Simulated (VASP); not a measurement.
Write the native input for VASP 6.6.1 that does the following.

| Property | Result |
| --- | --- |
| Task | single point |
| Functional | PBE |
| Dispersion | D4 |
| Potentials or basis | VASP PAW PBE potentials, release 64 (Sn_d) |
| Cutoff | 520 eV |
| k mesh | 10 × 10 × 10 |
| Occupations | fermi-dirac, width 0.1 eV |
| Spin | no spin polarisation |
| Dipole correction | no |
| Further INCAR settings | ALGO = Normal; EDIFF = 1e-06; NBANDS = 21 |

The structure of Sn lies in POSCAR:

```
Sn
1.0
   -2.9955085038      2.9955085038      1.6352157983
    2.9955085038     -2.9955085038      1.6352157983
    2.9955085038      2.9955085038     -1.6352157983
Sn
2
Direct
    0.0000000000      0.0000000000      0.0000000000
    0.7500000000      0.2500000000      0.5000000000
```

One way to write it, as run:

INCAR

```
PREC = Accurate
ENCUT = 520
EDIFF = 1E-6
ISMEAR = -1
SIGMA = 0.1
LREAL = F
LASPH = T
NELM = 60
ALGO = Normal
ISIF = 2
LWAVE = F
LCHARG = T
GGA = PE
IVDW = 13
LELF = T
LVHAR = T
NBANDS = 21
```

KPOINTS

```
Automatic mesh
0
Gamma
  10 10 10
```

Potentials or basis: VASP PAW PBE potentials, release 64 (Sn_d).

Run with:

```sh
$ cat potpaw_PBE.64/Sn_d/POTCAR > POTCAR
$ mpirun -np 1 vasp_std > vasp.out
```

It gave:

```yaml
Pressure: -3.4 GPa
Band_gap_on_the_k_mesh: zero (bands 14 and 15 overlap by 3.55 eV)
Dispersion_energy_per_atom: -0.397 eV
```

Caveat: the cell stands under tension; spin-orbit coupling is left out, which moves the levels of the heavy elements.

Wall time 2.6 min on 1 thread of Intel Xeon 8259CL, with other jobs on the host, peak memory 0.26 GiB.
